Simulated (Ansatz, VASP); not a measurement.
One calculation of CdS, two programs

Contents of INCAR:

```
PREC = Accurate
ENCUT = 520
EDIFF = 1E-6
ISMEAR = 0
SIGMA = 0.05
LREAL = False
LASPH = True
NELM = 60
ALGO = Normal
ISIF = 2
LWAVE = False
LCHARG = True
GGA = PE
LELF = True
LVHAR = True
NBANDS = 46
```

KPOINTS

```
Automatic mesh
0
Gamma
  7 7 2
```

The input POSCAR:

```
CdS
1.0
   -2.0985806452     -3.6348483013      0.0000000000
    2.0985806452     -3.6348483013      0.0000000000
    0.1748817204     -0.3029040251     13.6554617430
Cd S
4 4
Direct
    0.6666666667      0.5911809788      0.9058282541
    0.6666666667      0.6328476455      0.4058282541
    0.3333333333      0.3203476455      0.1558282541
    0.3333333333      0.2786809788      0.6558282541
    0.6666666667      0.6588190212      0.0941717459
    0.6666666667      0.6171523545      0.5941717459
    0.3333333333      0.3046523545      0.3441717459
    0.3333333333      0.2629856878      0.8441717459
```

Input for Ansatz:

```yaml
crystal:
  lattice:
    - [-2.0985806452, -3.6348483013, 0.0]
    - [2.0985806452, -3.6348483013, 0.0]
    - [0.1748817204, -0.3029040251, 13.655461743]
  atoms:
    - { symbol: Cd, position: [0.6666666667, 0.5911809788, 0.9058282541] }
    - { symbol: Cd, position: [0.6666666667, 0.6328476455, 0.4058282541] }
    - { symbol: Cd, position: [0.3333333333, 0.3203476455, 0.1558282541] }
    - { symbol: Cd, position: [0.3333333333, 0.2786809788, 0.6558282541] }
    - { symbol: S, position: [0.6666666667, 0.6588190212, 0.0941717459] }
    - { symbol: S, position: [0.6666666667, 0.6171523545, 0.5941717459] }
    - { symbol: S, position: [0.3333333333, 0.3046523545, 0.3441717459] }
    - { symbol: S, position: [0.3333333333, 0.2629856878, 0.8441717459] }
basis:
  ecutwfc: 420
kpoints:
  mp_grid: { grid: [7, 7, 2] }
hamiltonian:
  xc: pbe
scf:
  occupations: { method: gaussian, width: 0.05 }
output:
  forces: true
  stress: true
  eigenvalues: true
```

Alike in both runs: task single point; functional PBE; k mesh 7 × 7 × 2; occupations gaussian, width 0.05 eV; no spin polarisation.

```csv
,VASP,Ansatz
version,VASP 6.6.1,Ansatz 0.2.0
potentials or method,"VASP PAW PBE potentials, release 64 (Cd, S), cutoff 520 eV","scalar-relativistic, plane waves, PAW"
valence electrons in the cell,72,104
```

|  | VASP | Ansatz | Ansatz less VASP |
| --- | --- | --- | --- |
| gap on the k mesh at the Fermi level (eV) | 1.08 | 1.08 | -0.001 |
| least direct gap on the mesh (eV) | 1.08 | 1.08 | -0.001 |
| pressure (GPa) | 0.2 | -0.1 | -0.30 |
| traceless stress, the component that is largest in VASP (GPa) | 0.30 | 0.31 | +0.004 |
| rms of the force components (eV/Å) | 0.040 | 0.040 | -0.0001 |

Atom by atom the forces differ by 0.001 eV/Å (rms over components). The functional is the same, so the differences come from potentials, cutoffs and numerics. VASP's potentials hold 72 valence electrons a cell and Ansatz's 104, so a difference there can come from the potentials and not from the codes.
